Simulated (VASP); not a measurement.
A run of VASP 6.6.1 is set up as follows.

INCAR

```
SYSTEM = B25N23
PREC     = Accurate       ! precision mode
ENCUT    = 520            ! plane-wave cutoff, eV
EDIFF    = 1E-6           ! SCF threshold, eV
ISMEAR   = 0              ! smearing method
SIGMA    = 0.01           ! smearing width, eV
LREAL    = Auto         
LASPH    = .TRUE.         ! aspherical terms in the spheres
NELM     = 100            ! most SCF steps
ALGO     = Normal         ! electronic algorithm
ISIF     = 2              ! what is computed and relaxed
LWAVE    = .FALSE.        ! write WAVECAR
LCHARG   = .FALSE.        ! write CHGCAR
GGA      = PE             ! functional
IVDW     = 12             ! dispersion correction
NBANDS   = 125            ! bands
```

Contents of KPOINTS:

```
Automatic mesh
0
Gamma
  2 2 2
  0.5 0.5 0.5
```

File POSCAR:

```
B25N23
1.0
    6.2652845352     -3.6172637130      3.2948837600
    2.5061138141     -7.2345274259     -3.2948837601
    7.5183414423      1.4469054852     -3.2948837600
B N
25 23
Direct
    0.4913891724      0.1304262936      0.3804262936
    0.3277592915      0.9198453175      0.4194807470
    0.3277592915      0.1694807470      0.1698453175
    0.6576129112      0.0923461699      0.5875845376
    0.1622449602      0.9609400157      0.2109400157
    0.5027770989      0.8730781474      0.6230801459
    0.9956189249      0.7529217473      0.2526060208
    0.3252012511      0.6697409305      0.6667965331
    0.8299083988      0.5443675319      0.2988509305
    0.6576129112      0.3375845376      0.3423461699
    0.8299083988      0.0488509305      0.7943675319
    0.7024998697      0.8277591526      0.8055353093
    0.1611526032      0.7117532701      0.4598332745
    0.5186994347      0.6016359762      0.8516359762
    0.9951176457      0.5039040875      0.5042756638
    0.3252012511      0.4167965331      0.9197409305
    0.8245598649      0.2983355641      0.5483355641
    0.9956189249      0.0026060208      0.0029217473
    0.8387580190      0.7883196871      0.0383196871
    0.7024998697      0.5555353093      0.0777591526
    0.1616898762      0.4611163207      0.7111163207
    0.5027770989      0.3730801459      0.1230781474
    0.9951176457      0.2542756638      0.7539040875
    0.1611526032      0.2098332745      0.9617532701
    0.6773207506      0.6388674571      0.8888674571
    0.4440957927      0.4656840699      0.9690888655
    0.4440957927      0.7190888655      0.7156840699
    0.7869172178      0.6330173196      0.1407011325
    0.2697364383      0.5173129992      0.7673129992
    0.6154560603      0.4242211567      0.1837202320
    0.1073149435      0.3080737462      0.8084106177
    0.4384061652      0.2258805778      0.2257174511
    0.9388427151      0.1035962426      0.8517762659
    0.7869172178      0.8907011325      0.8830173196
    0.9388427151      0.6017762659      0.3535962426
    0.7684423049      0.3949489104      0.3970233808
    0.2692633925      0.2658223389      0.0187053737
    0.5960654516      0.1900142369      0.4400142369
    0.1064221658      0.0574106292      0.0586061268
    0.4384061652      0.9757174511      0.4758805778
    0.9406278830      0.8493658692      0.0993658692
    0.1073149435      0.5584106177      0.5580737462
    0.9385481610      0.3519764197      0.6019764197
    0.7684423049      0.1470233808      0.6449489104
    0.2725984826      0.0168652058      0.2668652058
    0.6154560603      0.9337202320      0.6742211567
    0.1064221658      0.8086061268      0.3074106292
    0.2692633925      0.7687053737      0.5158223389
```

Potentials or basis: VASP PAW PBE potentials, release 64 (B, N).

Command:

```sh
$ cat potpaw_PBE.64/B/POTCAR potpaw_PBE.64/N/POTCAR > POTCAR
$ mpirun -np 1 vasp_std > vasp.out
```

Task: Estimate the band gap on the k mesh.

Result: 1.35 eV.

Task: Predict the pressure.

Result: 4.3 GPa.

Task: Estimate the dispersion energy per atom.

Result: -0.144 eV.

Task: What does it give for the largest force?

Result: 0.014 eV/Å.

Stress tensor (GPa, compression positive):
```
 6.54 -0.08  0.02
-0.08  6.44 -0.01
 0.02 -0.01 -0.10
```
